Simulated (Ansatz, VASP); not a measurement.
**One calculation of As, two programs**

INCAR

```
ALGO = Normal
EDIFF = 1E-6
ENCUT = 520
GGA = PS
ISIF = 2
ISMEAR = -1
LASPH = True
LCHARG = True
LELF = True
LREAL = False
LVHAR = True
LWAVE = False
NBANDS = 12
NELM = 80
PREC = Accurate
SIGMA = 0.1
```

Contents of KPOINTS:

```
k-points
0
Gamma
  13 13 8
```

POSCAR

```
As
1.0
    3.1451346806      0.0000000000      0.0000000000
   -1.5725673403      2.7237665317      0.0000000000
    0.0000000000      0.0000000000      4.8064234938
As
2
Direct
    0.3333333333      0.6666666667      0.2500000000
    0.6666666667      0.3333333333      0.7500000000
```

Input for Ansatz:

```yaml
crystal:
  lattice:
    - [3.1451346806, 0.0, 0.0]
    - [-1.5725673403, 2.7237665317, 0.0]
    - [0.0, 0.0, 4.8064234938]
  atoms:
    - { symbol: As, position: [0.3333333333, 0.6666666667, 0.25] }
    - { symbol: As, position: [0.6666666667, 0.3333333333, 0.75] }
hamiltonian:
  xc: pbesol
  pseudopotentials:
    kind: paw
    azcp:
      As: "pseudopotentials/As.paw.azcp"
basis:
  ecutwfc: 420
  fft_grid_basis: typed
kpoints:
  mp_grid: { grid: [13, 13, 8], shift: [0, 0, 0] }
magnetization:
  spin_polarized: false
scf:
  occupations: { method: fermi_dirac, width: 0.1 }
  lower_state_search: "off"
output:
  stress: true
```

Alike in both runs: task single point; functional PBEsol; k mesh 13 × 13 × 8; occupations fermi-dirac, width 0.1 eV; no spin polarisation.

|  | VASP | Ansatz |
| --- | --- | --- |
| version | VASP 6.6.1 | Ansatz 0.2.0 |
| potentials or method | VASP PAW PBE potentials, release 64 (As), cutoff 520 eV | plane waves (420 eV) with PAW, scalar-relativistic |
| valence electrons in the cell | 10 | 30 |

VASP gave:

| Quantity | Value |
| --- | --- |
| pressure (GPa) | -7.9 |
| traceless stress, the component that is largest in VASP (GPa) | 0.48 |

Problem. Estimate Ansatz's values.

Solution. Pressure (GPa): -7.9; traceless stress, the component that is largest in VASP (GPa): 0.46.

VASP's potentials were made for PBE, not for PBEsol, and Ansatz warns of the same on its side. VASP's potentials hold 10 valence electrons a cell and Ansatz's 30, so a difference there can come from the potentials and not from the codes.
